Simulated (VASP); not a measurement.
**Sc3Cu2: density of states with PBE**

The system is Sc3Cu2.

```
CELL_PARAMETERS angstrom
4.90701 0.00000 0.00000
0.00000 4.90701 0.00000
0.00000 0.00000 4.90701
ATOMIC_POSITIONS crystal
Sc 0.00000 0.50000 0.50000
Sc 0.50000 0.00000 0.50000
Sc 0.50000 0.50000 0.00000
Cu 0.00000 0.00000 0.00000
Cu 0.50000 0.50000 0.50000
```

```json
{"Program": "VASP 6.6.1", "Task": "density of states", "Functional": "PBE", "Potentials or basis": "VASP PAW PBE potentials, release 64 (Sc_sv, Cu)", "Cutoff": "520 eV", "k mesh": "8 × 8 × 8", "Occupations": "gaussian, width 0.1 eV", "Spin": "no spin polarisation", "Dipole correction": "no", "k mesh for the DOS": "12 × 12 × 12", "Occupations for the DOS": "tetrahedron", "Further INCAR settings": "ALGO = Fast; EDIFF = 1e-06"}
```

| Quantity | Value |
| --- | --- |
| Valence electrons inside the program's atomic spheres | Sc 9.35; Cu 9.73, 10.28 |

Levels at points of the mesh, in eV from the Fermi level:
| k point | band 26 | band 27 | band 28 | band 29 | band 30 | band 31 |
| --- | --- | --- | --- | --- | --- | --- |
| (0.00, 0.00, 0.00) | 0.00 | 0.53 | 0.53 | 0.53 | 0.55 | 0.55 |
| (0.50, 0.00, 0.00) | 0.06 | 0.06 | 0.15 | 0.26 | 0.26 | 0.72 |
| (0.50, 0.50, 0.00) | -2.08 | -0.58 | 0.09 | 0.09 | 0.11 | 1.33 |
| (0.50, 0.50, 0.50) | -1.59 | -1.59 | 0.01 | 0.01 | 0.01 | 1.04 |

Run time: 11 min on 1 thread of Oxide Virtual Turin-like Processor, on a shared host, peak memory 0.36 GiB.
